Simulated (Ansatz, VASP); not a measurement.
## CaF2: VASP beside Ansatz

File INCAR:

```
  ALGO = Normal
  EDIFF = 1E-6
  ENCUT = 600
  GGA = PE
  GGA_COMPAT = F
  ISIF = 2
  ISMEAR = 0
  LASPH = T
  LCHARG = F
  LREAL = F
  LWAVE = F
  NBANDS = 19
  NELM = 120
  PREC = Accurate
  SIGMA = 0.01
```

File KPOINTS:

```
k-points
0
Gamma
  5 5 5
```

POSCAR

```
CaF2
1.0
    0.0000000000      2.6367515094      2.6367515094
    2.6367515094      0.0000000000      2.6367515094
    2.6367515094      2.6367515094      0.0000000000
Ca F
1 2
Direct
    0.0000000000      0.0000000000      0.0000000000
    0.2500000000      0.2500000000      0.2500000000
    0.7500000000      0.7500000000      0.7500000000
```

Input for Ansatz:

```yaml
crystal:
  lattice:
    - [0.0, 2.6367515093579748, 2.6367515093579748]
    - [2.6367515093579748, 0.0, 2.6367515093579748]
    - [2.6367515093579748, 2.6367515093579748, 0.0]
  atoms:
    - { symbol: Ca, position: [0.0, 0.0, 0.0] }
    - { symbol: F, position: [0.25, 0.25, 0.25] }
    - { symbol: F, position: [0.75, 0.75, 0.75] }
accuracy: medium
kpoints:
  mp_grid:
    grid: [5, 5, 5]
hamiltonian:
  xc: pbe
  pseudopotentials:
    kind: nc
scf:
  lower_state_search: standard
  occupations:
    method: fixed
output:
  stress: true
```

Alike in both runs: task single point; functional PBE; k mesh 5 × 5 × 5; no spin polarisation.

|  | VASP | Ansatz |
| --- | --- | --- |
| version | VASP 6.6.1 | Ansatz 0.2.0 |
| potentials or method | VASP PAW PBE potentials, release 64 (Ca_sv, F) | plane waves, norm-conserving potentials |
| plane-wave cutoff (eV) | 600 | 1320 |
| occupations | gaussian, width 0.01 eV | fixed |
| valence electrons in the cell | 24 | 24 |

Ansatz gave:

| Quantity | Value |
| --- | --- |
| pressure (GPa) | 13.7 |

Question: Which values does VASP return?

Answer: Pressure (GPa): 14.2.
